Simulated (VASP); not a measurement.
# ZrB (Fmmm) in VASP: a series of runs

Runs on ZrB. Level: LDA. Tasks: single point.

Program: VASP 6.6.1. These are calculated values, not measurements. Logs are shortened: lines on timing, memory, paths and dates and some standing lists are left out, and cuts for length are marked.

### Step 1. The cell of the first run

The structure is orthorhombic, space group Fmmm (No. 69). The conventional cell has a = 4.831 Å, b = 5.169 Å, c = 5.362 Å, α = 90.00°, β = 90.00°, γ = 90.00°. Zr (site symmetry mmm) has 6 B at 2.42 to 2.68 Å within 3.2 Å. B (site symmetry mmm) has 6 Zr at 2.42 to 2.68 Å within 3.2 Å.

### Step 2. Single point, LDA (normal strain along x +0.0700, normal strain along z +0.1100)

The input, INCAR:

```
  ALGO = Normal
  EDIFF = 1E-6
  ENCUT = 520
  ISIF = 2
  ISMEAR = 0
  LASPH = T
  LCHARG = F
  LREAL = F
  LWAVE = F
  NBANDS = 14
  NELM = 100
  PREC = Accurate
  SIGMA = 0.15
```

The input, KPOINTS:

```
k-points
0
Gamma
  16 16 16
```

The input, POSCAR:

```
ZrB
1.0
    0.0000000000      2.4153850465      2.6810774016
    2.5844619998      0.0000000000      2.6810774016
    2.5844619998      2.4153850465      0.0000000000
Zr B
1 1
Direct
    0.0000000000      0.0000000000      0.0000000000
    0.5000000000      0.5000000000      0.5000000000
```

Potentials or basis: VASP PAW LDA potentials, release 64 (Zr_sv, B).

Started as:

```bash
$ cat potpaw_LDA.64/Zr_sv/POTCAR potpaw_LDA.64/B/POTCAR > POTCAR
$ mpirun -np 1 vasp_std > vasp.out
```

OUTCAR:

```text
EDIFF = 1E-6
   ENCUT = 520
   ISIF = 2
   ISMEAR = 0
   LASPH = T
   LREAL = F
   NELM = 100
   PREC = Accurate

 ion  position               nearest neighbor table
   1  0.000  0.000  0.000-   2 2.42   2 2.42   2 2.58   2 2.58   2 2.68   2 2.68
   2  0.500  0.500  0.500-   1 2.42   1 2.42   1 2.58   1 2.58   1 2.68   1 2.68

  LATTYP: Found a face centered orthorhombic cell.
 ALAT       =     4.8307700930
 B/A-ratio  =     1.0700000000
 C/A-ratio  =     1.1100000000

  Lattice vectors:

 A1 = (   2.5844619998,   0.0000000000,  -2.6810774016)
 A2 = (   0.0000000000,   2.4153850465,  -2.6810774016)
 A3 = (   2.5844619998,   2.4153850465,   0.0000000000)

Analysis of symmetry for initial positions (statically):
=====================================================================
 Subroutine PRICEL returns:
 Original cell was already a primitive cell.

 Routine SETGRP: Setting up the symmetry group for a
 face centered orthorhombic supercell.

 Subroutine GETGRP returns: Found  8 space group operations
 (whereof  8 operations were pure point group operations)
 out of a pool of  8 trial point group operations.

The static configuration has the point symmetry D_2h.

Analysis of symmetry for dynamics (positions and initial velocities):
=====================================================================
 Subroutine PRICEL returns:
 Original cell was already a primitive cell.

 Routine SETGRP: Setting up the symmetry group for a
 face centered orthorhombic supercell.

 Subroutine GETGRP returns: Found  8 space group operations
 (whereof  8 operations were pure point group operations)
 out of a pool of  8 trial point group operations.

The dynamic configuration has the point symmetry D_2h.

 Subroutine INISYM returns: Found  8 space group operations
 (whereof  8 operations are pure point group operations),
 and found     1 'primitive' translations

----------------------------------------------------------------------------------------

                                     Primitive cell

  volume of cell :      33.4731

  direct lattice vectors                    reciprocal lattice vectors
     0.000000000  2.415385046  2.681077402    -0.193463862  0.207006332  0.186492191
     2.584462000  0.000000000  2.681077402     0.193463862 -0.207006332  0.186492191
     2.584462000  2.415385046  0.000000000     0.193463862  0.207006332 -0.186492191

  length of vectors
     3.608636994  3.723925330  3.537446643     0.339203811  0.339203811  0.339203811

  position of ions in fractional coordinates (direct lattice)
[... 84 lines left out ...]
   NFREE  =      0    steps in history (QN), initial steepest desc. (CG)
   ISIF   =      2    stress and relaxation
   ISYM   =      2    0-nonsym 1-usesym 2-fastsym
   POTIM  = 0.5000    time-step for ionic-motion
   TEBEG  =    0.0;   TEEND  =   0.0 temperature during run
   PSTRESS=    0.0 pullay stress
   NELECT =      15.0000    total number of electrons
   NUPDOWN=      -1.0000    fix difference up-down
   EMIN   =  10.00;   EMAX   =-10.00  energy-range for DOS
   EFERMI =   0.00;   METHOD = LEGACY
   ISMEAR =     0;   SIGMA  =   0.15  broadening in eV -4-tet -1-fermi 0-gaus
   EFERMI_NEDOS =   21; number of points for ismear=-14 and -15
   IALGO  =     38    algorithm
   IMIX   =      4    mixing-type and parameters
     AMIX     =   0.40;   BMIX     =  1.00
     AMIX_MAG =   1.60;   BMIX_MAG =  1.00
  volume/ion in A,a.u.               =      16.74       112.94
  Fermi-wavevector in a.u.,A,eV,Ry     =   1.252776  2.367403 21.353619  1.569447
  Thomas-Fermi vector in A             =   2.386660
   LORBIT       =      0    0 simple, 1 ext, 2 COOP (PROOUT), +10 PAW based schemes
   GGA     = CA    functional components
   LHFCALC =     F    Hartree Fock is set to
   AEXX    =    0.0000 exact exchange contribution
   IVDW    =     0    specifies the selected vdW correction
   LEPSILON=     F    determine dielectric tensor
   LRPA    =     F    only Hartree local field effects (RPA)
 non-spin polarized calculation
 Gauss-broadening in eV      SIGMA  =   0.15
  energy-cutoff  :      520.00
  volume of cell :       33.47
 maximum number of plane-waves:       917
   NGX = 13   NGY = 13   NGZ = 13

 number of electron      15.0000000 magnetization

 Free energy of the ion-electron system (eV)
  ---------------------------------------------------
  ext. energy  EPLUGINS =         0.00000000
  ---------------------------------------------------
  free energy    TOTEN  =       -17.02461639 eV

  energy without entropy =      -17.00935609  energy(sigma->0) =      -17.01698624

 E-fermi :   6.1821     XC(G=0): -11.0800

 val. band max:        6.1791889918   @ k =   0.1875   0.0625   0.0000
 cond. band min:       6.1836436169   @ k =   0.4375  -0.3750   0.1250
 fundamental gap:      0.0044546251
 Fermi energy:         6.1821107769

 k-point     1 :       0.0000    0.0000    0.0000
  band No.  band energies     occupation
      1     -41.5515      2.00000
      2     -19.5934      2.00000
      3     -19.5526      2.00000
      4     -19.5363      2.00000
      5      -1.4395      2.00000
      6       7.3726      0.00000
      7       7.6733      0.00000
      8       8.1837      0.00000
      9       8.4650      0.00000
     10       9.0795      0.00000
     11       9.1976      0.00000
     12       9.2882      0.00000
     13       9.5207      0.00000
     14      15.9669      0.00000
[... 377 lines left out ...]
      1     -41.5480      2.00000
      2     -19.6015      2.00000
      3     -19.5842      2.00000
      4     -19.5422      2.00000
      5      -1.2233      2.00000
      6       7.0233      0.00000
      7       7.2190      0.00000
      8       7.6603      0.00000
      9       8.1143      0.00000
     10       8.3505      0.00000
     11       9.7336      0.00000
     12       9.8517      0.00000
     13      11.1576      0.00000
     14      16.3829      0.00000

 [... further k-points ...]
[... 5 lines left out ...]
  --------------------------------------------------------------------------------------
  -------------------------------------------------------------------------------------
  Total       -4.6989567     -1.9434676     -5.7218961     -0.0000000      0.0000000      0.0000000
  in kB     -224.9138258    -93.0233606   -273.8764433     -0.0000000      0.0000000      0.0000000
  external PRESSURE =    -197.2712099 kB  Pullay stress =       0.0000000 kB

 VOLUME and BASIS-vectors are now :
 -----------------------------------------------------------------------------
  energy-cutoff  :      520.00
  volume of cell :       33.47
      direct lattice vectors                 reciprocal lattice vectors
     0.000000000  2.415385046  2.681077402    -0.193463862  0.207006332  0.186492191
     2.584462000  0.000000000  2.681077402     0.193463862 -0.207006332  0.186492191
     2.584462000  2.415385046  0.000000000     0.193463862  0.207006332 -0.186492191

 POSITION                                       TOTAL-FORCE (eV/Angst)
 -----------------------------------------------------------------------------------
      0.00000      0.00000      0.00000        -0.000000      0.000000      0.000000
      2.58446      2.41539      2.68108         0.000000      0.000000     -0.000000
 -----------------------------------------------------------------------------------
    total drift:                               -0.000000      0.000000      0.000000

  FREE ENERGIE OF THE ION-ELECTRON SYSTEM (eV)
  ---------------------------------------------------
  free  energy   TOTEN  =       -17.0246163884 eV

  energy  without entropy=      -17.0093560884  energy(sigma->0) =      -17.01698624
```

OSZICAR:

```text
N       E                     dE             d eps       ncg     rms          rms(c)
DAV:   1     0.904854406871E+02    0.90485E+02   -0.75522E+03 17396   0.998E+02
DAV:   2    -0.150725667219E+02   -0.10556E+03   -0.10055E+03 21618   0.269E+02
DAV:   3    -0.190389563685E+02   -0.39664E+01   -0.39175E+01 28146   0.441E+01
DAV:   4    -0.191189452139E+02   -0.79989E-01   -0.79952E-01 20146   0.573E+00
DAV:   5    -0.191203107130E+02   -0.13655E-02   -0.13654E-02 26134   0.594E-01    0.137E+01
DAV:   6    -0.170525197319E+02    0.20678E+01   -0.34788E+00 20064   0.148E+01    0.406E+00
DAV:   7    -0.170378437663E+02    0.14676E-01   -0.24509E-01 21878   0.333E+00    0.223E+00
DAV:   8    -0.170253981448E+02    0.12446E-01   -0.48598E-02 21492   0.144E+00    0.325E-01
DAV:   9    -0.170246828029E+02    0.71534E-03   -0.52608E-03 20822   0.395E-01    0.159E-01
DAV:  10    -0.170246240355E+02    0.58767E-04   -0.65740E-04 20280   0.260E-01    0.396E-02
DAV:  11    -0.170246170159E+02    0.70196E-05   -0.41015E-05 22806   0.534E-02    0.670E-03
DAV:  12    -0.170246163884E+02    0.62749E-06   -0.11272E-06 13878   0.117E-02
   1 F= -.17024616E+02 E0= -.17016986E+02  d E =-.152603E-01
```

Wall time 4.3 min (1 thread of AMD EPYC 7R43 (Zen 3), shared host); peak memory 0.35 GiB.

What came out:

```yaml
Free_energy: -17.0246 eV
Pressure: -19.7 GPa
```

Caveat: the cell differs from its parent crystal (normal strain along x +0.0700, normal strain along z +0.1100).

(Part 1 of 2 ends here.)
